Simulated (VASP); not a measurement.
# Cd2S (P3m1) in VASP: notebook, part 2 of 2

VASP 6.6.1. Earlier steps stand in the parts before.

### Step 4. Single point, PBEsol (strained and its atoms moved)

INCAR

```
PREC = Accurate
ENCUT = 520
EDIFF = 1E-7
ISMEAR = 0
SIGMA = 0.05
LREAL = False
LASPH = True
NELM = 100
ALGO = Normal
ISIF = 2
LWAVE = False
LCHARG = False
GGA = PS
NBANDS = 22
```

KPOINTS

```
regular mesh
0
Gamma
  12 12 6
```

POSCAR

```
Cd2S
1.0
    4.0796876955      0.0000000000      0.0000000000
   -2.0398438478      3.5331131839      0.0000000000
    0.0000000000      0.0000000000      6.3292889598
Cd S
2 1
Direct
    0.6666666700      0.3333333300      0.5950209933
    0.3333333300      0.6666666700      0.9528789898
    0.3333333300      0.6666666700      0.3292570169
```

Potentials or basis: VASP PAW PBE potentials, release 64 (Cd, S).

Launch:

```
$ cat potpaw_PBE.64/Cd/POTCAR potpaw_PBE.64/S/POTCAR > POTCAR
$ mpirun -np 1 vasp_std > vasp.out
```

OUTCAR:

```text
PREC = Accurate
   ENCUT = 520
   EDIFF = 1E-7
   ISMEAR = 0
   LREAL = False
   LASPH = True
   NELM = 100
   ISIF = 2
   GGA = PS

 ion  position               nearest neighbor table
   1  0.667  0.333  0.595-   3 2.89   3 2.89   3 2.89   2 3.27   2 3.27   2 3.27
   2  0.333  0.667  0.953-   3 2.38   1 3.27   1 3.27   1 3.27
   3  0.333  0.667  0.329-   2 2.38   1 2.89   1 2.89   1 2.89

  LATTYP: Found a hexagonal cell.
 ALAT       =     4.0796876955
 C/A-ratio  =     1.5514150671

  Lattice vectors:

 A1 = (   4.0796876955,   0.0000000000,   0.0000000000)
 A2 = (  -2.0398438478,   3.5331131839,   0.0000000000)
 A3 = (   0.0000000000,   0.0000000000,   6.3292889598)

Analysis of symmetry for initial positions (statically):
=====================================================================
 Subroutine PRICEL returns:
 Original cell was already a primitive cell.

 Routine SETGRP: Setting up the symmetry group for a
 hexagonal supercell.

 Subroutine GETGRP returns: Found  6 space group operations
 (whereof  6 operations were pure point group operations)
 out of a pool of 24 trial point group operations.

The static configuration has the point symmetry C_3v.

Analysis of symmetry for dynamics (positions and initial velocities):
=====================================================================
 Subroutine PRICEL returns:
 Original cell was already a primitive cell.

 Routine SETGRP: Setting up the symmetry group for a
 hexagonal supercell.

 Subroutine GETGRP returns: Found  6 space group operations
 (whereof  6 operations were pure point group operations)
 out of a pool of 24 trial point group operations.

The dynamic configuration has the point symmetry C_3v.

 Subroutine INISYM returns: Found  6 space group operations
 (whereof  6 operations are pure point group operations),
 and found     1 'primitive' translations

----------------------------------------------------------------------------------------

                                     Primitive cell

  volume of cell :      91.2304

  direct lattice vectors                    reciprocal lattice vectors
     4.079687695  0.000000000  0.000000000     0.245116802  0.141518251  0.000000000
    -2.039843848  3.533113184  0.000000000     0.000000000  0.283036503  0.000000000
     0.000000000  0.000000000  6.329288960     0.000000000  0.000000000  0.157995631

  length of vectors
     4.079687695  4.079687696  6.329288960     0.283036503  0.283036503  0.157995631

  position of ions in fractional coordinates (direct lattice)
     0.666666670  0.333333330  0.595020993
     0.333333330  0.666666670  0.952878990
     0.333333330  0.666666670  0.329257017

  ion indices of the primitive-cell ions
   primitive index   ion index
                 1           1
                 2           2
                 3           3

----------------------------------------------------------------------------------------

 KPOINTS: regular mesh

Automatic generation of k-mesh.
 Grid dimensions read from file:
 generate k-points for:   12   12    6

 Generating k-lattice:

  Cartesian coordinates                     Fractional coordinates (reciprocal lattice)
     0.020426400  0.011793188  0.000000000     0.083333333  0.000000000  0.000000000
     0.000000000  0.023586375  0.000000000     0.000000000  0.083333333  0.000000000
     0.000000000  0.000000000  0.026332605     0.000000000  0.000000000  0.166666667

  Length of vectors
     0.023586375  0.023586375  0.026332605

  Shift w.r.t. Gamma in fractional coordinates (k-lattice)
     0.000000000  0.000000000  0.000000000

 Subroutine IBZKPT returns following result:
 ===========================================

 Found    100 irreducible k-points:

 Following reciprocal coordinates:
            Coordinates               Weight
  0.000000  0.000000  0.000000      1.000000
  0.083333  0.000000  0.000000      6.000000
  0.166667  0.000000  0.000000      6.000000
  0.250000  0.000000  0.000000      6.000000
  0.333333  0.000000  0.000000      6.000000
  0.416667  0.000000  0.000000      6.000000
[... 16 lines left out ...]
  0.166667  0.000000  0.166667      6.000000
  0.000000  0.166667  0.166667      6.000000
 [... further k-points ...]
   k-points           NKPTS =    100   k-points in BZ     NKDIM =    100   number of bands    NBANDS=     22
   number of dos      NEDOS =    301   number of ions     NIONS =      3
   total plane-waves  NPLWV =  43200
   dimension x,y,z NGX =    30 NGY =   30 NGZ =   48
   dimension x,y,z NGXF=    60 NGYF=   60 NGZF=   96
   ions per type =               2   1
   NGX,Y,Z   is equivalent  to a cutoff of  12.22, 12.22, 12.61 a.u.
   NGXF,Y,Z  is equivalent  to a cutoff of  24.45, 24.45, 25.22 a.u.
 SYSTEM =  unknown system
   PREC   = accura    normal or accurate (medium, high low for compatibility)
   ISTART =      0    job   : 0-new  1-cont  2-samecut
   ICHARG =      2    charge: 1-file 2-atom 10-const
   ISPIN  =      1    spin polarized calculation?
   LNONCOLLINEAR =      F non collinear calculations
   LSORBIT =      F    spin-orbit coupling
   LASPH  =      T    aspherical Exc in radial PAW
   ENCUT  =  520.0 eV  38.22 Ry    6.18 a.u.   7.59  7.59 11.77*2*pi/ulx,y,z
   NELM   =    100;   NELMIN=  2; NELMDL= -5     # of ELM steps
   EDIFF  = 0.1E-06   stopping-criterion for ELM
   LREAL  =      F    real-space projection
   EDIFFG = 0.1E-05   stopping-criterion for IOM
   NSW    =      0    number of steps for IOM
   IBRION =     -1    ionic relax: 0-MD 1-quasi-New 2-CG
   NFREE  =      0    steps in history (QN), initial steepest desc. (CG)
   ISIF   =      2    stress and relaxation
   ISYM   =      2    0-nonsym 1-usesym 2-fastsym
   POTIM  = 0.5000    time-step for ionic-motion
   TEBEG  =    0.0;   TEEND  =   0.0 temperature during run
   PSTRESS=    0.0 pullay stress
   NELECT =      30.0000    total number of electrons
   NUPDOWN=      -1.0000    fix difference up-down
   EMIN   =  10.00;   EMAX   =-10.00  energy-range for DOS
   EFERMI =   0.00;   METHOD = LEGACY
   ISMEAR =     0;   SIGMA  =   0.05  broadening in eV -4-tet -1-fermi 0-gaus
   EFERMI_NEDOS =   21; number of points for ismear=-14 and -15
   IALGO  =     38    algorithm
   IMIX   =      4    mixing-type and parameters
     AMIX     =   0.40;   BMIX     =  1.00
     AMIX_MAG =   1.60;   BMIX_MAG =  1.00
  volume/ion in A,a.u.               =      30.41       205.22
  Fermi-wavevector in a.u.,A,eV,Ry     =   1.129975  2.135343 17.372506  1.276843
  Thomas-Fermi vector in A             =   2.266670
   LORBIT       =      0    0 simple, 1 ext, 2 COOP (PROOUT), +10 PAW based schemes
   GGA     = PS    functional components
   LHFCALC =     F    Hartree Fock is set to
   AEXX    =    0.0000 exact exchange contribution
   IVDW    =     0    specifies the selected vdW correction
   LEPSILON=     F    determine dielectric tensor
   LRPA    =     F    only Hartree local field effects (RPA)
 non-spin polarized calculation
 Gauss-broadening in eV      SIGMA  =   0.05
  energy-cutoff  :      520.00
  volume of cell :       91.23
 maximum number of plane-waves:      2482
   NGX = 15   NGY = 15   NGZ = 23

 number of electron      30.0000012 magnetization

 Free energy of the ion-electron system (eV)
  ---------------------------------------------------
  ext. energy  EPLUGINS =         0.00000000
  ---------------------------------------------------
  free energy    TOTEN  =        -6.51461142 eV

  energy without entropy =       -6.51460960  energy(sigma->0) =       -6.51461051

 E-fermi :   0.2893     XC(G=0):  -8.8775

 val. band max:        0.1776923715   @ k =   0.3333   0.3333   0.1667
 cond. band min:       0.4050186556   @ k =   0.5000   0.0000   0.1667
 fundamental gap:      0.2273262841
 Fermi energy:         0.2892980729

 k-point     1 :       0.0000    0.0000    0.0000
  band No.  band energies     occupation
      1     -11.5347      2.00000
      2      -7.9416      2.00000
      3      -7.9416      2.00000
      4      -7.8794      2.00000
      5      -7.8625      2.00000
      6      -7.8625      2.00000
[... 14 lines left out ...]
     21       8.0566      0.00000
     22       9.1786      0.00000

 k-point     2 :       0.0833    0.0000    0.0000
  band No.  band energies     occupation
      1     -11.5167      2.00000
      2      -7.9492      2.00000
      3      -7.9398      2.00000
      4      -7.8735      2.00000
      5      -7.8590      2.00000
      6      -7.8569      2.00000
[... 542 lines left out ...]
 k-point    24 :       0.0000    0.1667    0.1667
  band No.  band energies     occupation
      1     -11.4528      2.00000
      2      -7.9647      2.00000
      3      -7.9371      2.00000
      4      -7.8905      2.00000
      5      -7.8772      2.00000
      6      -7.8407      2.00000
[... 14 lines left out ...]
     21       8.5634      0.00000
     22       8.8181      0.00000

 [... further k-points ...]
[... 5 lines left out ...]
  --------------------------------------------------------------------------------------
  -------------------------------------------------------------------------------------
  Total       -2.9931046     -2.9931046     -4.6820607      0.0000000      0.0000000      0.0000000
  in kB      -52.5645660    -52.5645660    -82.2258228      0.0000000      0.0000000      0.0000000
  external PRESSURE =     -62.4516516 kB  Pullay stress =       0.0000000 kB

 VOLUME and BASIS-vectors are now :
 -----------------------------------------------------------------------------
  energy-cutoff  :      520.00
  volume of cell :       91.23
      direct lattice vectors                 reciprocal lattice vectors
     4.079687695  0.000000000  0.000000000     0.245116802  0.141518251  0.000000000
    -2.039843848  3.533113184  0.000000000     0.000000000  0.283036503  0.000000000
     0.000000000  0.000000000  6.329288960     0.000000000  0.000000000  0.157995631

 POSITION                                       TOTAL-FORCE (eV/Angst)
 -----------------------------------------------------------------------------------
      2.03984      1.17770      3.76606        -0.000000      0.000000     -1.035023
     -0.00000      2.35541      6.03105        -0.000000      0.000000     -0.671397
     -0.00000      2.35541      2.08396         0.000000     -0.000000      1.706420
 -----------------------------------------------------------------------------------
    total drift:                                0.000013     -0.000008     -0.001260

  FREE ENERGIE OF THE ION-ELECTRON SYSTEM (eV)
  ---------------------------------------------------
  free  energy   TOTEN  =        -6.5146114240 eV

  energy  without entropy=       -6.5146096041  energy(sigma->0) =       -6.51461051
```

OSZICAR:

```text
N       E                     dE             d eps       ncg     rms          rms(c)
DAV:   1     0.197416243480E+03    0.19742E+03   -0.14499E+04  4400   0.123E+03
DAV:   2     0.185632128582E+01   -0.19556E+03   -0.18643E+03  4920   0.314E+02
DAV:   3    -0.751668195518E+01   -0.93730E+01   -0.93177E+01  5234   0.689E+01
DAV:   4    -0.759686772736E+01   -0.80186E-01   -0.80172E-01  4742   0.599E+00
DAV:   5    -0.759788245193E+01   -0.10147E-02   -0.10147E-02  5392   0.659E-01    0.620E+00
DAV:   6    -0.655749081596E+01    0.10404E+01   -0.23331E+00  5512   0.128E+01    0.462E+00
DAV:   7    -0.653163541065E+01    0.25855E-01   -0.44649E-01  5264   0.377E+00    0.249E+00
DAV:   8    -0.651875861221E+01    0.12877E-01   -0.65825E-02  4808   0.205E+00    0.385E-01
DAV:   9    -0.651438258198E+01    0.43760E-02   -0.20143E-02  5496   0.106E+00    0.212E-01
DAV:  10    -0.651459837818E+01   -0.21580E-03   -0.15136E-03  4826   0.258E-01    0.951E-02
DAV:  11    -0.651460986277E+01   -0.11485E-04   -0.30379E-04  4976   0.103E-01    0.200E-02
DAV:  12    -0.651460962446E+01    0.23830E-06   -0.21806E-05  5440   0.370E-02    0.120E-02
DAV:  13    -0.651461125889E+01   -0.16344E-05   -0.47268E-06  5210   0.132E-02    0.497E-03
DAV:  14    -0.651461133823E+01   -0.79341E-07   -0.10919E-06  5092   0.668E-03    0.194E-03
DAV:  15    -0.651461142396E+01   -0.85734E-07   -0.19002E-07  3900   0.250E-03
   1 F= -.65146114E+01 E0= -.65146105E+01  d E =-.181982E-05
```

It took 2.1 min on 1 thread of AMD EPYC 7R13 (Zen 3), shared host; peak memory 0.28 GiB.

What came out:

```
Free energy            : -6.5146 eV
Pressure               : -6.2 GPa
Largest force          : 1.706 eV/Å
Band gap on the k mesh : 0.23 eV, indirect (least direct gap 0.40 eV)
```

Forces on the atoms (eV/Å):
```
Cd   0.000  0.000 -1.035
Cd   0.000  0.000 -0.671
S    0.000  0.000  1.706
```

Caveat: the cell differs from its parent crystal (strained and its atoms moved); the PAW data sets were made with another functional, which shifts forces and pressure a little. A k mesh can miss the band edges.

### Step 5. The runs side by side

| potentials or basis | cell | cutoff (eV) | second run | gap on the mesh (eV) | pressure (GPa) | largest force (eV/Å) |
| --- | --- | --- | --- | --- | --- | --- |
| VASP PAW PBE potentials, release 64 (Cd, S) | a = 3.736, b = 3.736, c = 6.000 Å, angles 90.0, 90.0, 120.0°, 3 atoms | 520 | - | none | 0.9 | 2.94 |
| VASP PAW PBE potentials, release 64 (Cd_sv_GW, S) | a = 3.736, b = 3.736, c = 6.000 Å, angles 90.0, 90.0, 120.0°, 3 atoms | 540 | valence_matched | none | -0.8 | 2.85 |
| VASP PAW PBE potentials, release 64 (Cd, S) | a = 4.080, b = 4.080, c = 6.329 Å, angles 90.0, 90.0, 120.0°, 3 atoms | 520 | - | 0.23 | -6.2 | 1.71 |

Alike in all rows: task single point; level PBEsol; no spin polarisation; k mesh 12 × 12 × 6; smearing gaussian 0.05 eV.

Caveats: the PAW data sets were made with another functional, which shifts forces and pressure a little.

Absolute energies hang on the potentials; compare differences alone.
